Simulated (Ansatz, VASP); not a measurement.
**Two plane-wave programs on TaN**

```
Ta N
1.0
     0.00000    2.17900    2.12453
     2.17900    0.00000    2.12453
     2.17900    2.17900    0.00000
Ta N
1 1
Direct
  0.50000 0.50000 0.50000
  0.00000 0.00000 0.00000
```

Change from the starting cell: strain +0.000 along x and y, -0.025 along z, atoms carried along.

Alike in both runs: task single point; functional PBE; k mesh 18 × 18 × 18; occupations gaussian, width 0.15 eV; no spin polarisation.

|  | VASP | Ansatz |
| --- | --- | --- |
| version | VASP 6.6.1 | Ansatz 0.2.0 |
| potentials or method | VASP PAW PBE potentials, release 64 (Ta_pv, N), cutoff 520 eV | scalar-relativistic, plane waves, PAW |
| valence electrons in the cell | 16 | 18 |

VASP gave:

- gap on the k mesh at the Fermi level (eV): none
- pressure (GPa): 26.8
- traceless stress, the component that is largest in VASP (GPa): 13.78

Q: Which values does Ansatz return?

A: gap on the k mesh at the Fermi level (eV): none; pressure (GPa): 25.7; traceless stress, the component that is largest in VASP (GPa): 13.66.

A gap of «none» marks a metal or a gap that the smearing closes. VASP's potentials hold 16 valence electrons a cell and Ansatz's 18, so a difference there can come from the potentials and not from the codes.

Neither program's run includes spin-orbit coupling.
